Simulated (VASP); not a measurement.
Runs of VASP 6.6.1 on W. The structure is that of space group Im-3m (No. 229), or close to it. The cells are those of the table. 

```tsv
cell	gap on the mesh (eV)	pressure (GPa)
a = 2.905 Å, angles 109.5°, 1 atom	none	(b)
a = 2.790 Å, angles 110.1, 110.1, 108.1°, 1 atom	none	-8.0
a = 2.836 Å, angles 109.5°, 1 atom	none	-19.5
a = 2.697 Å, angles 109.5°, 1 atom	none	24.6
a = 2.859 Å, angles 110.1, 110.1, 108.2°, 1 atom	none	(a)
```

Alike in all rows: task single point; level PBE; potentials or basis VASP PAW PBE potentials, release 64 (W_sv); no spin polarisation; k mesh 20 × 20 × 20; cutoff (eV) 520; smearing fermi-dirac 0.4 eV.

Question: Fill in the values left out.

Answer: (a) -24.0; (b) -31.8.

Caveats: so wide a smearing shifts energies and pressures; spin-orbit coupling is left out, which moves the levels of the heavy elements; the cell stands under tension (at least some runs); the cell stands under pressure (at least some runs).

A k mesh can miss the band edges, and the runs leave out spin-orbit coupling on W.

A gap of «none» marks levels without a gap at the run's occupations.
